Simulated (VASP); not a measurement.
A run of VASP 6.6.1 is set up as follows.

Contents of INCAR:

```
  PREC = Accurate
  ENCUT = 600
  EDIFF = 1E-6
  ISMEAR = 1
  SIGMA = 0.15
  LREAL = False
  LASPH = True
  NELM = 120
  ALGO = Normal
  ISIF = 2
  LWAVE = False
  LCHARG = False
  NBANDS = 14
  GGA_COMPAT = False
```

Contents of KPOINTS:

```
Automatic mesh
0
Gamma
  11 11 11
```

File POSCAR:

```
TaC
1.0
    0.0000000000      2.2665993042      2.2665993042
    2.2665993042      0.0000000000      2.2665993042
    2.2665993042      2.2665993042      0.0000000000
Ta C
1 1
Direct
    0.0000000000      0.0000000000      0.0000000000
    0.5000000000      0.5000000000      0.5000000000
```

Potentials or basis: VASP PAW LDA potentials, release 64 (Ta_pv, C).

The run is started by

```console
$ cat potpaw_LDA.64/Ta_pv/POTCAR potpaw_LDA.64/C/POTCAR > POTCAR
$ mpirun -np 1 vasp_std > vasp.out
```

(1) Estimate the pressure.

Results:

(1) -23.0 GPa.
